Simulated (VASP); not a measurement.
**H2: single point with PBE+D3(BJ)**

H2, in a box:

```
H
1.0
     6.20116    0.00000    0.00000
    -3.10058    5.37036    0.00000
     0.00000    0.00000   24.32903
H
2
Direct
  0.15044 0.91948 0.67670
  0.15551 0.84637 0.70082
```

- Program: VASP 6.6.1
- Task: single point
- Functional: PBE
- Dispersion: D3(BJ)
- Potentials or basis: VASP PAW PBE potentials, release 64 (H)
- Cutoff: 400 eV
- k mesh: 4 × 4 × 1
- Occupations: gaussian, width 0.1 eV
- Spin: no spin polarisation
- Dipole correction: yes
- Further INCAR settings: ALGO = Normal; EDIFF = 1e-06; NBANDS = 8; NELMDL = -8

- Largest force: 0.032 eV/Å
- Gap between the frontier levels: 10.00 eV (least direct gap 10.00 eV)
- Dispersion energy per atom: -0.001 eV

Forces on the atoms (eV/Å):
```
H    0.011 -0.016  0.025
H   -0.011  0.016 -0.025
```

Levels at points of the mesh, in eV from the valence-band top:
```
           k point  band 1  band 2  band 3  band 4  band 5  band 6
(0.00, 0.00, 0.00)   -0.01   10.00   10.15   10.40   10.80   11.20
(0.50, 0.00, 0.00)    0.00   10.61   10.90   11.34   11.66   11.71
(0.00, 0.50, 0.00)    0.00   10.35   11.12   11.35   11.66   11.71
(0.50, 0.50, 0.00)    0.00   10.33   11.14   11.35   11.66   11.71
```

Run time: 42 s on 1 thread of Intel(R) Xeon(R) 6975P-C (Granite Rapids), on a shared host, peak memory 0.51 GiB.
